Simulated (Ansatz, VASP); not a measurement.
One calculation of ZrN, two programs

INCAR

```
PREC = Accurate
ENCUT = 600
EDIFF = 1E-6
ISMEAR = 0
SIGMA = 0.1
LREAL = F
LASPH = T
NELM = 200
ALGO = Normal
ISIF = 2
LWAVE = F
LCHARG = F
LMAXMIX = 4
LDAU = T
LDAUTYPE = 1
LDAUL = 2 -1
LDAUU = 8.2 0
LDAUJ = 0.73 0
LDAUPRINT = 1
GGA = PE
NBANDS = 16
GGA_COMPAT = F
```

KPOINTS

```
regular mesh
0
Gamma
  8 8 8
```

File POSCAR:

```
ZrN
1.0
    0.0000000000      2.2942655869      2.2942655869
    2.2942655869      0.0000000000      2.2942655869
    2.2942655869      2.2942655869      0.0000000000
Zr N
1 1
Direct
    0.5000000000      0.5000000000      0.5000000000
    0.0000000000      0.0000000000      0.0000000000
```

Input for Ansatz:

```yaml
crystal:
  lattice:
    - [0.0, 2.2942655869, 2.2942655869]
    - [2.2942655869, 0.0, 2.2942655869]
    - [2.2942655869, 2.2942655869, 0.0]
  atoms:
    - { symbol: Zr, position: [0.5, 0.5, 0.5] }
    - { symbol: "N", position: [0.0, 0.0, 0.0] }
basis: {}
kpoints:
  mp_grid: { grid: [8, 8, 8] }
hamiltonian:
  xc: pbe
  hubbard: { sites: [{ species: Zr, l: d, u: 8.2, j: 0.73 }] }
  pseudopotentials: { kind: paw, source: ansatz }
scf:
  occupations: { method: gaussian, width: 0.1 }
  convergence: { dr2_threshold: "1e-9 eV" }
output:
  forces: true
  stress: true
  eigenvalues: true
```

Alike in both runs: task single point; functional PBE; k mesh 8 × 8 × 8; occupations gaussian, width 0.1 eV; no spin polarisation; Hubbard terms Zr d U = 8.2 eV, J = 0.73 eV.

|  | VASP | Ansatz |
| --- | --- | --- |
| version | VASP 6.6.1 | Ansatz 0.2.0 |
| potentials or method | VASP PAW PBE potentials, release 64 (Zr_sv, N) | scalar-relativistic, plane waves, PAW (harder set) |
| plane-wave cutoff (eV) | 600 | 870 |
| valence electrons in the cell | 17 | 17 |

Ansatz gave:

- gap on the k mesh at the Fermi level (eV): none
- pressure (GPa): 11.3

Problem. What did VASP give for the same quantities?

Solution. gap on the k mesh at the Fermi level (eV): none; pressure (GPa): 24.0.

The programs project onto different local orbitals, so the same U acts differently, and such runs can settle in different states. A gap of «none» marks a metal or a gap that the smearing closes. Ansatz's warnings: filled band counts differ across k points, stress scf threshold loose.
